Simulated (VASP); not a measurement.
Wanted: the native input for a VASP 6.6.1 run.

```
Task                   : single point
Functional             : PBE
Potentials or basis    : VASP PAW PBE potentials, release 64 (Au)
Cutoff                 : 500 eV
k mesh                 : 18 × 18 × 12
Occupations            : gaussian, width 0.1 eV
Spin                   : no spin polarisation
Dipole correction      : no
Further INCAR settings : ALGO = Normal; EDIFF = 1e-06; NBANDS = 18
```

The structure of Au lies in POSCAR:

```
Au
1.0
    2.0997375601      2.0997375601      0.0000000000
   -2.0997375601      2.0997375601      0.0000000000
    0.0000000000      0.0000000000      4.1994751202
Au
2
Direct
    0.0000000000      0.0000000000      0.0000000000
    0.5000000000      0.5000000000      0.5000000000
```

This cell differs from its parent crystal: equal strain along all axes, cell held: +1.0 %.

The input as run:

INCAR

```
  ALGO = Normal
  EDIFF = 1E-6
  ENCUT = 500
  GGA = PE
  GGA_COMPAT = False
  ISIF = 2
  ISMEAR = 0
  LASPH = True
  LCHARG = False
  LREAL = False
  LWAVE = False
  NBANDS = 18
  NELM = 120
  PREC = Accurate
  SIGMA = 0.1
```

KPOINTS

```
k-points
0
Gamma
  18 18 12
```

Potentials or basis: VASP PAW PBE potentials, release 64 (Au).

Launch:

```bash
$ cat potpaw_PBE.64/Au/POTCAR > POTCAR
$ mpirun -np 1 vasp_std > vasp.out
```

It gave:

```yaml
Pressure: -4.0 GPa
Band_gap_on_the_k_mesh: zero (bands 11 and 12 overlap by 6.82 eV)
```

Caveat: the cell differs from its parent crystal (equal strain along all axes, cell held: +1.0 %); the cell stands under tension; spin-orbit coupling is left out, which moves the levels of the heavy elements.

It took 44 s on 1 thread of Intel(R) Xeon(R) 6975P-C (Granite Rapids), on a shared host, peak memory 0.3 GiB.
